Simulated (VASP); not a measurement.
Wanted: the native input for a VASP 6.6.1 run.

```
Task                   : single point
Functional             : PBE
Potentials or basis    : VASP PAW PBE potentials, release 64 (Ta_pv, N)
Cutoff                 : 520 eV
k mesh                 : 26 × 26 × 26
Occupations            : gaussian, width 0.15 eV
Spin                   : no spin polarisation
Dipole correction      : no
Further INCAR settings : ALGO = Normal; EDIFF = 1e-06; NBANDS = 15
```

The structure of TaN lies in POSCAR:

```
TaN
1.0
    0.1148104404      2.2675061970      2.2675061970
    2.2675061970      0.1148104404      2.2675061970
    2.2675061970      2.2675061970      0.1148104404
Ta N
1 1
Direct
    0.5000000000      0.5000000000      0.5000000000
    0.0000000000      0.0000000000      0.0000000000
```

This cell differs from its parent crystal: ratio of the length along [111] to the lengths across it x 1.08, volume and fractional coordinates fixed.

One way to write it, as run:

INCAR

```
PREC = Accurate ; ENCUT = 520
EDIFF = 1E-6 ; ISMEAR = 0
SIGMA = 0.15 ; LREAL = False
LASPH = True ; NELM = 60
ALGO = Normal ; ISIF = 2
LWAVE = False ; LCHARG = False
GGA = PE ; NBANDS = 15
```

KPOINTS

```
regular mesh
0
Gamma
  26 26 26
```

Potentials or basis: VASP PAW PBE potentials, release 64 (Ta_pv, N).

Command:

```console
$ cat potpaw_PBE.64/Ta_pv/POTCAR potpaw_PBE.64/N/POTCAR > POTCAR
$ mpirun -np 1 vasp_std > vasp.out
```

Results of the run:

```
Pressure               : 1.1 GPa
Band gap on the k mesh : zero (band 8 reaches 10.86 eV, above the bottom of band 9 at 7.66 eV)
```

Caveat: spin-orbit coupling is left out, which moves the levels of the heavy elements.

It took 12 min on 1 thread of AMD EPYC 9R45 (shared host), peak memory 0.59 GiB.
